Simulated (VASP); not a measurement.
# Na3HSe (Pm-3m) in VASP: notebook

Runs on Na3HSe. Level: LDA. Tasks: single point, relaxation of cell and atoms.

Everything below comes from runs of VASP 6.6.1. Logs are shortened: lines on timing, memory, paths and dates and some standing lists are left out, and cuts for length are marked.

### 1 The cell of the first run

Symmetry: Pm-3m, No. 221, cubic system. The conventional cell has a = 4.406 Å, b = 4.406 Å, c = 4.406 Å, α = 90.00°, β = 90.00°, γ = 90.00°. Within 2.9 Å of Na (site symmetry 4/mmm) lie 2 H at 2.20 Å. H (site symmetry m-3m) has 6 Na at 2.20 Å within 2.9 Å. Within 4.1 Å of Se (site symmetry m-3m) lie 12 Na at 3.12 Å and 8 H at 3.82 Å.

### 2 Single point, LDA

INCAR

```
  ALGO = Normal
  EDIFF = 1E-6
  ENCUT = 520
  ISIF = 2
  ISMEAR = 0
  LASPH = T
  LCHARG = T
  LELF = T
  LREAL = F
  LVHAR = T
  LWAVE = F
  NBANDS = 22
  NELM = 60
  PREC = Accurate
  SIGMA = 0.02
```

KPOINTS

```
k-points
0
Gamma
  6 6 6
```

POSCAR

```
Na3HSe
1.0
    4.4058441720      0.0000000000      0.0000000000
    0.0000000000      4.4058441720      0.0000000000
    0.0000000000      0.0000000000      4.4058441720
Na H Se
3 1 1
Direct
    0.0000000000      0.5000000000      0.5000000000
    0.5000000000      0.0000000000      0.5000000000
    0.5000000000      0.5000000000      0.0000000000
    0.5000000000      0.5000000000      0.5000000000
    0.0000000000      0.0000000000      0.0000000000
```

Potentials or basis: VASP PAW LDA potentials, release 64 (Na_pv, H, Se).

On the command line:

```sh
> cat potpaw_LDA.64/Na_pv/POTCAR potpaw_LDA.64/H/POTCAR potpaw_LDA.64/Se/POTCAR > POTCAR
> mpirun -np 1 vasp_std > vasp.out
```

OUTCAR:

```text
EDIFF = 1E-6
   ENCUT = 520
   ISIF = 2
   ISMEAR = 0
   LASPH = T
   LREAL = F
   NELM = 60
   PREC = Accurate

 ion  position               nearest neighbor table
   1  0.000  0.500  0.500-
   2  0.500  0.000  0.500-
   3  0.500  0.500  0.000-
   4  0.500  0.500  0.500-
   5  0.000  0.000  0.000-

  LATTYP: Found a simple cubic cell.
 ALAT       =     4.4058441720

  Lattice vectors:

 A1 = (   4.4058441720,   0.0000000000,   0.0000000000)
 A2 = (   0.0000000000,   4.4058441720,   0.0000000000)
 A3 = (   0.0000000000,   0.0000000000,   4.4058441720)

Analysis of symmetry for initial positions (statically):
=====================================================================
 Subroutine PRICEL returns:
 Original cell was already a primitive cell.

 Routine SETGRP: Setting up the symmetry group for a
 simple cubic supercell.

 Subroutine GETGRP returns: Found 48 space group operations
 (whereof 48 operations were pure point group operations)
 out of a pool of 48 trial point group operations.

The static configuration has the point symmetry O_h .

Analysis of symmetry for dynamics (positions and initial velocities):
=====================================================================
 Subroutine PRICEL returns:
 Original cell was already a primitive cell.

 Routine SETGRP: Setting up the symmetry group for a
 simple cubic supercell.

 Subroutine GETGRP returns: Found 48 space group operations
 (whereof 48 operations were pure point group operations)
 out of a pool of 48 trial point group operations.

The dynamic configuration has the point symmetry O_h .

 Subroutine INISYM returns: Found 48 space group operations
 (whereof 48 operations are pure point group operations),
 and found     1 'primitive' translations

----------------------------------------------------------------------------------------

                                     Primitive cell

  volume of cell :      85.5239

  direct lattice vectors                    reciprocal lattice vectors
     4.405844172  0.000000000  0.000000000     0.226971259  0.000000000  0.000000000
     0.000000000  4.405844172  0.000000000     0.000000000  0.226971259  0.000000000
     0.000000000  0.000000000  4.405844172     0.000000000  0.000000000  0.226971259

  length of vectors
     4.405844172  4.405844172  4.405844172     0.226971259  0.226971259  0.226971259

  position of ions in fractional coordinates (direct lattice)
     0.000000000  0.500000000  0.500000000
     0.500000000  0.000000000  0.500000000
     0.500000000  0.500000000  0.000000000
     0.500000000  0.500000000  0.500000000
     0.000000000  0.000000000  0.000000000

  ion indices of the primitive-cell ions
   primitive index   ion index
                 1           1
                 2           2
                 3           3
                 4           4
                 5           5

----------------------------------------------------------------------------------------

 KPOINTS: k-points

Automatic generation of k-mesh.
 Grid dimensions read from file:
 generate k-points for:    6    6    6

 Generating k-lattice:

  Cartesian coordinates                     Fractional coordinates (reciprocal lattice)
     0.037828543  0.000000000  0.000000000     0.166666667  0.000000000  0.000000000
     0.000000000  0.037828543  0.000000000     0.000000000  0.166666667  0.000000000
     0.000000000  0.000000000  0.037828543     0.000000000  0.000000000  0.166666667

  Length of vectors
     0.037828543  0.037828543  0.037828543

  Shift w.r.t. Gamma in fractional coordinates (k-lattice)
     0.000000000  0.000000000  0.000000000

 Subroutine IBZKPT returns following result:
 ===========================================

 Found     20 irreducible k-points:

 Following reciprocal coordinates:
            Coordinates               Weight
  0.000000  0.000000  0.000000      1.000000
  0.166667  0.000000  0.000000      6.000000
  0.333333  0.000000  0.000000      6.000000
  0.500000  0.000000  0.000000      3.000000
  0.166667  0.166667  0.000000     12.000000
  0.333333  0.166667  0.000000     24.000000
[... 12 lines left out ...]
  0.500000  0.500000  0.333333      6.000000
  0.500000  0.500000  0.500000      1.000000
   k-points           NKPTS =     20   k-points in BZ     NKDIM =     20   number of bands    NBANDS=     22
   number of dos      NEDOS =    301   number of ions     NIONS =      5
   total plane-waves  NPLWV =  46656
   dimension x,y,z NGX =    36 NGY =   36 NGZ =   36
   dimension x,y,z NGXF=    72 NGYF=   72 NGZF=   72
   ions per type =               3   1   1
   NGX,Y,Z   is equivalent  to a cutoff of  13.58, 13.58, 13.58 a.u.
   NGXF,Y,Z  is equivalent  to a cutoff of  27.17, 27.17, 27.17 a.u.
 SYSTEM =  unknown system
   PREC   = accura    normal or accurate (medium, high low for compatibility)
   ISTART =      0    job   : 0-new  1-cont  2-samecut
   ICHARG =      2    charge: 1-file 2-atom 10-const
   ISPIN  =      1    spin polarized calculation?
   LNONCOLLINEAR =      F non collinear calculations
   LSORBIT =      F    spin-orbit coupling
   LASPH  =      T    aspherical Exc in radial PAW
   ENCUT  =  520.0 eV  38.22 Ry    6.18 a.u.   8.19  8.19  8.19*2*pi/ulx,y,z
   NELM   =     60;   NELMIN=  2; NELMDL= -5     # of ELM steps
   EDIFF  = 0.1E-05   stopping-criterion for ELM
   LREAL  =      F    real-space projection
   EDIFFG = 0.1E-04   stopping-criterion for IOM
   NSW    =      0    number of steps for IOM
   IBRION =     -1    ionic relax: 0-MD 1-quasi-New 2-CG
   NFREE  =      0    steps in history (QN), initial steepest desc. (CG)
   ISIF   =      2    stress and relaxation
   ISYM   =      2    0-nonsym 1-usesym 2-fastsym
   POTIM  = 0.5000    time-step for ionic-motion
   TEBEG  =    0.0;   TEEND  =   0.0 temperature during run
   PSTRESS=    0.0 pullay stress
   NELECT =      28.0000    total number of electrons
   NUPDOWN=      -1.0000    fix difference up-down
   EMIN   =  10.00;   EMAX   =-10.00  energy-range for DOS
   EFERMI =   0.00;   METHOD = LEGACY
   ISMEAR =     0;   SIGMA  =   0.02  broadening in eV -4-tet -1-fermi 0-gaus
   EFERMI_NEDOS =   21; number of points for ismear=-14 and -15
   IALGO  =     38    algorithm
   IMIX   =      4    mixing-type and parameters
     AMIX     =   0.40;   BMIX     =  1.00
     AMIX_MAG =   1.60;   BMIX_MAG =  1.00
  volume/ion in A,a.u.               =      17.10       115.43
  Fermi-wavevector in a.u.,A,eV,Ry     =   1.128318  2.132213 17.321613  1.273103
  Thomas-Fermi vector in A             =   2.265008
   LORBIT       =      0    0 simple, 1 ext, 2 COOP (PROOUT), +10 PAW based schemes
   GGA     = CA    functional components
   LHFCALC =     F    Hartree Fock is set to
   AEXX    =    0.0000 exact exchange contribution
   IVDW    =     0    specifies the selected vdW correction
   LEPSILON=     F    determine dielectric tensor
   LRPA    =     F    only Hartree local field effects (RPA)
 non-spin polarized calculation
 Gauss-broadening in eV      SIGMA  =   0.02
  energy-cutoff  :      520.00
  volume of cell :       85.52
 maximum number of plane-waves:      2325
 NGX is ok and might be reduce to    36
   NGX = 17   NGY = 17   NGZ = 17

 number of electron      28.0000013 magnetization

 Free energy of the ion-electron system (eV)
  ---------------------------------------------------
  ext. energy  EPLUGINS =         0.00000000
  ---------------------------------------------------
  free energy    TOTEN  =       -15.63885404 eV

  energy without entropy =      -15.63885404  energy(sigma->0) =      -15.63885404

 E-fermi :   1.0530     XC(G=0):  -9.1088

 val. band max:        0.8915677493   @ k =   0.5000   0.5000   0.0000
 cond. band min:       3.7960492225   @ k =   0.5000   0.0000   0.0000
 fundamental gap:      2.9044814732
 Fermi energy:         1.0529935604

 k-point     1 :       0.0000    0.0000    0.0000
  band No.  band energies     occupation
      1     -21.9414      2.00000
      2     -21.9414      2.00000
      3     -21.9414      2.00000
      4     -21.8465      2.00000
      5     -21.8465      2.00000
      6     -21.8465      2.00000
[... 14 lines left out ...]
     21      10.3655      0.00000
     22      10.3655      0.00000

 k-point     2 :       0.1667    0.0000    0.0000
  band No.  band energies     occupation
      1     -21.9356      2.00000
      2     -21.9356      2.00000
      3     -21.9337      2.00000
      4     -21.8484      2.00000
      5     -21.8484      2.00000
      6     -21.8473      2.00000
[... 14 lines left out ...]
     21      10.5639      0.00000
     22      10.7040      0.00000

 k-point     3 :       0.3333    0.0000    0.0000
  band No.  band energies     occupation
      1     -21.9218      2.00000
      2     -21.9218      2.00000
      3     -21.9114      2.00000
      4     -21.8548      2.00000
      5     -21.8548      2.00000
      6     -21.8489      2.00000
[... 14 lines left out ...]
     21      11.1350      0.00000
     22      11.1838      0.00000

 k-point     4 :       0.5000    0.0000    0.0000
  band No.  band energies     occupation
      1     -21.9127      2.00000
      2     -21.9127      2.00000
      3     -21.8817      2.00000
      4     -21.8727      2.00000
      5     -21.8604      2.00000
      6     -21.8604      2.00000
[... 14 lines left out ...]
     21      11.4540      0.00000
     22      11.4543      0.00000

 k-point     5 :       0.1667    0.1667    0.0000
  band No.  band energies     occupation
      1     -21.9412      2.00000
      2     -21.9298      2.00000
      3     -21.9170      2.00000
      4     -21.8591      2.00000
      5     -21.8498      2.00000
      6     -21.8403      2.00000
[... 317 lines left out ...]
 k-point    18 :       0.5000    0.3333    0.3333
  band No.  band energies     occupation
      1     -21.9881      2.00000
      2     -21.9215      2.00000
      3     -21.9168      2.00000
      4     -21.9101      2.00000
      5     -21.8287      2.00000
      6     -21.8098      2.00000
[... 14 lines left out ...]
     21      11.4686      0.00000
     22      13.6301      0.00000

 k-point    19 :       0.5000    0.5000    0.3333
  band No.  band energies     occupation
      1     -21.9989      2.00000
      2     -21.9281      2.00000
      3     -21.9186      2.00000
      4     -21.9186      2.00000
      5     -21.8122      2.00000
      6     -21.8080      2.00000
[... 14 lines left out ...]
     21      11.6512      0.00000
     22      13.3631      0.00000

 k-point    20 :       0.5000    0.5000    0.5000
  band No.  band energies     occupation
      1     -22.0117      2.00000
      2     -21.9276      2.00000
      3     -21.9276      2.00000
      4     -21.9276      2.00000
      5     -21.8009      2.00000
      6     -21.8009      2.00000
[... 14 lines left out ...]
     21      12.7704      0.00000
     22      12.9399      0.00000

------------------------ aborting loop because EDIFF is reached ----------------------------------------

  FORCE on cell =-STRESS in cart. coord.  units (eV):
  Direction    XX          YY          ZZ          XY          YZ          ZX
  --------------------------------------------------------------------------------------
  -------------------------------------------------------------------------------------
  Total        0.0149534      0.0149534      0.0149534     -0.0000000      0.0000000      0.0000000
  in kB        0.2801322      0.2801322      0.2801322     -0.0000000      0.0000000      0.0000000
  external PRESSURE =       0.2801322 kB  Pullay stress =       0.0000000 kB

 VOLUME and BASIS-vectors are now :
 -----------------------------------------------------------------------------
  energy-cutoff  :      520.00
  volume of cell :       85.52
      direct lattice vectors                 reciprocal lattice vectors
     4.405844172  0.000000000  0.000000000     0.226971259  0.000000000  0.000000000
     0.000000000  4.405844172  0.000000000     0.000000000  0.226971259  0.000000000
     0.000000000  0.000000000  4.405844172     0.000000000  0.000000000  0.226971259

 POSITION                                       TOTAL-FORCE (eV/Angst)
 -----------------------------------------------------------------------------------
      0.00000      2.20292      2.20292         0.000000      0.000000      0.000000
      2.20292      0.00000      2.20292         0.000000      0.000000      0.000000
      2.20292      2.20292      0.00000         0.000000      0.000000      0.000000
      2.20292      2.20292      2.20292         0.000000      0.000000      0.000000
      0.00000      0.00000      0.00000         0.000000      0.000000      0.000000
 -----------------------------------------------------------------------------------
    total drift:                                0.000000      0.000000      0.000000

  FREE ENERGIE OF THE ION-ELECTRON SYSTEM (eV)
  ---------------------------------------------------
  free  energy   TOTEN  =       -15.6388540387 eV

  energy  without entropy=      -15.6388540387  energy(sigma->0) =      -15.63885404
```

Wall time 40 s (1 thread of Intel Xeon 8259CL, shared host); peak memory 0.19 GiB.

Results:

```
Free energy            : -15.6389 eV
Pressure               : 0.0 GPa
Band gap on the k mesh : 2.90 eV (least direct gap 3.06 eV)
```

[end of part 1 of 2]
